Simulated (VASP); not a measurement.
# Hf (P6_3/mmc) in VASP: relaxation of shape and atoms at fixed volume with r2SCAN

Aim: the relaxation of shape and atoms at fixed volume of Hf with r2SCAN.

Program: VASP 6.6.1. These are calculated values, not measurements. Logs are shortened: lines on timing, memory, paths and dates and some standing lists are left out, and cuts for length are marked.

## 1. The cell of the first run

The structure is hexagonal, space group P6_3/mmc (No. 194). Conventional cell: a = 3.200 Å, b = 3.200 Å, c = 5.049 Å, α = 90.00°, β = 90.00°, γ = 120.00°. Hf (site symmetry -6m2) has 12 Hf at 3.13 to 3.20 Å within 4.1 Å.

## 2. Relaxation of shape and atoms at fixed volume, r2SCAN (22.39 Å³/atom)

Contents of POSCAR:

```
Hf
1.0
    3.2003135624      0.0000000000      0.0000000000
   -1.6001567812      2.7715528451      0.0000000000
    0.0000000000      0.0000000000      5.0493120879
Hf
2
Direct
    0.3333333333      0.6666666667      0.7500000000
    0.6666666667      0.3333333333      0.2500000000
```

Contents of INCAR.step1:

```
SYSTEM = Hf
PREC = Accurate
ENCUT = 600
ISMEAR = 0
SIGMA = 0.05
LREAL = .False.
LASPH = .True.
NELM = 60
GGA = PE
ALGO = Normal
EDIFF = 1E-4
LWAVE = .True.
LCHARG = .False.
```

Contents of INCAR.step2:

```
SYSTEM = Hf
PREC = Accurate
ENCUT = 600
EDIFF = 1E-6
ISMEAR = 0
SIGMA = 0.05
LREAL = .False.
LASPH = .True.
NELM = 60
ALGO = Normal
ISIF = 4
LWAVE = .False.
LCHARG = .False.
METAGGA = R2SCAN
LMIXTAU = .True.
IBRION = 2
NSW = 60
EDIFFG = -0.01
ISTART = 1
```

Contents of KPOINTS:

```
regular mesh
0
Gamma
  16 16 8
  0 0 0
```

Potentials or basis: VASP PAW PBE potentials, release 64 (Hf_pv).

Run with:

```bash
$ cat potpaw_PBE.64/Hf_pv/POTCAR > POTCAR
$ cp INCAR.step1 INCAR
$ mpirun -np 1 vasp_std > vasp.out
$ cp INCAR.step2 INCAR
$ mpirun -np 1 vasp_std > vasp.out
```

OUTCAR:

```text
SYSTEM = Hf
   PREC = Accurate
   ENCUT = 600
   EDIFF = 1E-6
   ISMEAR = 0
   LREAL = .False.
   LASPH = .True.
   NELM = 60
   ISIF = 4
   METAGGA = R2SCAN
   IBRION = 2
   NSW = 60
   EDIFFG = -0.01
   ISTART = 1

 ion  position               nearest neighbor table
   1  0.333  0.667  0.750-   2 3.13   2 3.13   2 3.13   2 3.13   2 3.13   2 3.13
   2  0.667  0.333  0.250-   1 3.13   1 3.13   1 3.13   1 3.13   1 3.13   1 3.13

  LATTYP: Found a hexagonal cell.
 ALAT       =     3.2003135624
 C/A-ratio  =     1.5777554260

  Lattice vectors:

 A1 = (   3.2003135624,   0.0000000000,   0.0000000000)
 A2 = (  -1.6001567812,   2.7715528451,   0.0000000000)
 A3 = (   0.0000000000,   0.0000000000,   5.0493120879)

Analysis of symmetry for initial positions (statically):
=====================================================================
 Subroutine PRICEL returns:
 Original cell was already a primitive cell.

 Routine SETGRP: Setting up the symmetry group for a
 hexagonal supercell.

 Subroutine GETGRP returns: Found 24 space group operations
 (whereof 12 operations were pure point group operations)
 out of a pool of 24 trial point group operations.

The static configuration has the point symmetry D_3d.
 The point group associated with its full space group is D_6h.

Analysis of symmetry for dynamics (positions and initial velocities):
=====================================================================
 Subroutine PRICEL returns:
 Original cell was already a primitive cell.

 Routine SETGRP: Setting up the symmetry group for a
 hexagonal supercell.

 Subroutine GETGRP returns: Found 24 space group operations
 (whereof 12 operations were pure point group operations)
 out of a pool of 24 trial point group operations.

The dynamic configuration has the point symmetry D_3d.
 The point group associated with its full space group is D_6h.

 Subroutine INISYM returns: Found 24 space group operations
 (whereof 12 operations are pure point group operations),
 and found     1 'primitive' translations

----------------------------------------------------------------------------------------

                                     Primitive cell

  volume of cell :      44.7866

  direct lattice vectors                    reciprocal lattice vectors
     3.200313562  0.000000000  0.000000000     0.312469382  0.180404282  0.000000000
    -1.600156781  2.771552845  0.000000000     0.000000000  0.360808563  0.000000000
     0.000000000  0.000000000  5.049312088     0.000000000  0.000000000  0.198046780

  length of vectors
     3.200313562  3.200313562  5.049312088     0.360808563  0.360808563  0.198046780

  position of ions in fractional coordinates (direct lattice)
     0.333333333  0.666666667  0.750000000
     0.666666667  0.333333333  0.250000000

  ion indices of the primitive-cell ions
   primitive index   ion index
                 1           1
                 2           2

----------------------------------------------------------------------------------------

 KPOINTS: regular mesh

Automatic generation of k-mesh.
 Grid dimensions read from file:
 generate k-points for:   16   16    8

 Generating k-lattice:

  Cartesian coordinates                     Fractional coordinates (reciprocal lattice)
     0.019529336  0.011275268  0.000000000     0.062500000  0.000000000  0.000000000
     0.000000000  0.022550535  0.000000000     0.000000000  0.062500000  0.000000000
     0.000000000  0.000000000  0.024755847     0.000000000  0.000000000  0.125000000

  Length of vectors
     0.022550535  0.022550535  0.024755847
[... 64 lines left out ...]
   PSTRESS=    0.0 pullay stress
   NELECT =      20.0000    total number of electrons
   NUPDOWN=      -1.0000    fix difference up-down
   EMIN   =  10.00;   EMAX   =-10.00  energy-range for DOS
   EFERMI =   0.00;   METHOD = LEGACY
   ISMEAR =     0;   SIGMA  =   0.05  broadening in eV -4-tet -1-fermi 0-gaus
   EFERMI_NEDOS =   21; number of points for ismear=-14 and -15
   IALGO  =     38    algorithm
   IMIX   =      4    mixing-type and parameters
     AMIX     =   0.40;   BMIX     =  1.00
     AMIX_MAG =   1.60;   BMIX_MAG =  1.00
  volume/ion in A,a.u.               =      22.39       151.12
  Fermi-wavevector in a.u.,A,eV,Ry     =   1.251321  2.364655 21.304073  1.565805
  Thomas-Fermi vector in A             =   2.385274
   LORBIT       =      0    0 simple, 1 ext, 2 COOP (PROOUT), +10 PAW based schemes
   METAGGA = R2SCAN    functional components
   LHFCALC =     F    Hartree Fock is set to
   AEXX    =    0.0000 exact exchange contribution
   IVDW    =     0    specifies the selected vdW correction
   LEPSILON=     F    determine dielectric tensor
   LRPA    =     F    only Hartree local field effects (RPA)
 conjugate gradient relaxation of ions
 non-spin polarized calculation
 Gauss-broadening in eV      SIGMA  =   0.05
  energy-cutoff  :      600.00
  volume of cell :       44.79
 maximum number of plane-waves:      1518
 NGX is ok and might be reduce to    28
   NGX = 13   NGY = 13   NGZ = 21

--------------------------------------- Ionic step        1  -------------------------------------------

 number of electron      20.0000000 magnetization

 Free energy of the ion-electron system (eV)
  ---------------------------------------------------
  ext. energy  EPLUGINS =         0.00000000
  ---------------------------------------------------
  free energy    TOTEN  =       -90.30449880 eV

  energy without entropy =      -90.30303130  energy(sigma->0) =      -90.30376505

------------------------ aborting loop because EDIFF is reached ----------------------------------------

  FORCE on cell =-STRESS in cart. coord.  units (eV):
  Direction    XX          YY          ZZ          XY          YZ          ZX
  --------------------------------------------------------------------------------------
  -------------------------------------------------------------------------------------
  Total       -0.2077580     -0.2077580     -0.2453768      0.0000000      0.0000000      0.0000000
  in kB       -7.4322509     -7.4322509     -8.7780116      0.0000000      0.0000000      0.0000000
  external PRESSURE =      -7.8808378 kB  Pullay stress =       0.0000000 kB

 VOLUME and BASIS-vectors are now :
 -----------------------------------------------------------------------------
  energy-cutoff  :      600.00
  volume of cell :       44.79
      direct lattice vectors                 reciprocal lattice vectors
     3.200313562  0.000000000  0.000000000     0.312469382  0.180404282  0.000000000
    -1.600156781  2.771552845  0.000000000     0.000000000  0.360808563  0.000000000
     0.000000000  0.000000000  5.049312088     0.000000000  0.000000000  0.198046780

 POSITION                                       TOTAL-FORCE (eV/Angst)
 -----------------------------------------------------------------------------------
     -0.00000      1.84770      3.78698         0.000000      0.000000      0.000000
      1.60016      0.92385      1.26233         0.000000     -0.000000      0.000000
 -----------------------------------------------------------------------------------
    total drift:                               -0.000000      0.000000     -0.000000

  FREE ENERGIE OF THE ION-ELECTRON SYSTEM (eV)
  ---------------------------------------------------
  free  energy   TOTEN  =       -90.3044988015 eV

  energy  without entropy=      -90.3030312982  energy(sigma->0) =      -90.30376505

--------------------------------------- Ionic step        2  -------------------------------------------

 number of electron      20.0000000 magnetization

 Free energy of the ion-electron system (eV)
  ---------------------------------------------------
  ext. energy  EPLUGINS =         0.00000000
  ---------------------------------------------------
  free energy    TOTEN  =       -90.30451138 eV

  energy without entropy =      -90.30304723  energy(sigma->0) =      -90.30377930

 E-fermi :   4.8420     XC(G=0): -12.1491

 val. band max:        4.8376677409   @ k =   0.1875  -0.0000   0.3750
 cond. band min:       4.8469659905   @ k =   0.1875  -0.0000   0.2500
 fundamental gap:      0.0092982496
 Fermi energy:         4.8420302994

 k-point     1 :       0.0000    0.0000    0.0000
  band No.  band energies     occupation
      1     -27.4292      2.00000
      2     -26.6646      2.00000
      3     -26.6646      2.00000
      4     -26.5337      2.00000
      5     -26.5337      2.00000
      6     -26.5318      2.00000
      7      -2.9254      2.00000
      8       0.9905      2.00000
      9       5.2570      0.00000
     10       6.1484      0.00000
     11       6.1484      0.00000
     12       6.4943      0.00000
     13       7.0291      0.00000
     14       7.0291      0.00000
[... 377 lines left out ...]
      1     -27.1192      2.00000
      2     -27.0919      2.00000
      3     -27.0333      2.00000
      4     -26.8365      2.00000
      5     -26.7075      2.00000
      6     -26.6953      2.00000
      7       0.6903      2.00000
      8       2.9295      2.00000
      9       3.0761      2.00000
     10       3.4602      2.00000
     11       5.3647      0.00000
     12       5.9562      0.00000
     13       6.1891      0.00000
     14       8.8487      0.00000

 [... further k-points ...]

------------------------ aborting loop because EDIFF is reached ----------------------------------------

  FORCE on cell =-STRESS in cart. coord.  units (eV):
  Direction    XX          YY          ZZ          XY          YZ          ZX
  --------------------------------------------------------------------------------------
  -------------------------------------------------------------------------------------
  Total       -0.2202846     -0.2202846     -0.2219802      0.0000000      0.0000000      0.0000000
  in kB       -7.8803741     -7.8803741     -7.9410328      0.0000000      0.0000000      0.0000000
  external PRESSURE =      -7.9005937 kB  Pullay stress =       0.0000000 kB

 VOLUME and BASIS-vectors are now :
 -----------------------------------------------------------------------------
  energy-cutoff  :      600.00
  volume of cell :       44.79
      direct lattice vectors                 reciprocal lattice vectors
     3.201281860  0.000000000  0.000000000     0.312374868  0.180349714 -0.000000000
    -1.600640930  2.772391416  0.000000000     0.000000000  0.360699429 -0.000000000
     0.000000000  0.000000000  5.046257999    -0.000000000 -0.000000000  0.198166642

 POSITION                                       TOTAL-FORCE (eV/Angst)
 -----------------------------------------------------------------------------------
     -0.00000      1.84826      3.78469        -0.000000      0.000000      0.000000
      1.60064      0.92413      1.26156         0.000000     -0.000000      0.000000
 -----------------------------------------------------------------------------------
    total drift:                               -0.000000      0.000000     -0.000000

  FREE ENERGIE OF THE ION-ELECTRON SYSTEM (eV)
  ---------------------------------------------------
  free  energy   TOTEN  =       -90.3045113766 eV

  energy  without entropy=      -90.3030472257  energy(sigma->0) =      -90.30377930

 reached required accuracy - stopping structural energy minimisation
```

Run time: 16 min. Hardware: 1 thread of Intel Xeon 8259CL, shared host; peak memory 0.26 GiB.

Results:

```
Free energy               : -90.3045 eV
Energy gained by relaxing : 0.0 meV/atom
Ionic steps               : 2
Pressure after relaxing   : -0.8 GPa
Band gap on the k mesh    : zero (bands 10 and 11 overlap by 1.74 eV)
```

Final structure:
```
CELL_PARAMETERS angstrom
3.20128 0.00000 0.00000
-1.60064 2.77239 0.00000
0.00000 0.00000 5.04626
ATOMIC_POSITIONS crystal
Hf 0.33333 0.66667 0.75000
Hf 0.66667 0.33333 0.25000
```

Levels at points of the mesh, in eV from the Fermi level:
```
           k point  band 7  band 8  band 9  band 10  band 11  band 12  band 13  band 14
(0.00, 0.00, 0.00)   -7.77   -3.85    0.41     1.31     1.31     1.65     2.19     2.19
(0.50, 0.00, 0.00)   -3.52   -2.86   -2.33    -1.05     0.92     0.94     1.82     6.16
(0.00, 0.00, 0.50)   -5.70   -5.70    0.15     0.15     1.20     1.20     1.20     1.20
(0.50, 0.00, 0.50)   -3.54   -3.54   -1.03    -1.03     1.06     1.06     2.85     2.85
```

Caveat: the PAW data sets were made with another functional, which shifts forces and pressure a little; spin-orbit coupling is left out, which moves the levels of the heavy elements.
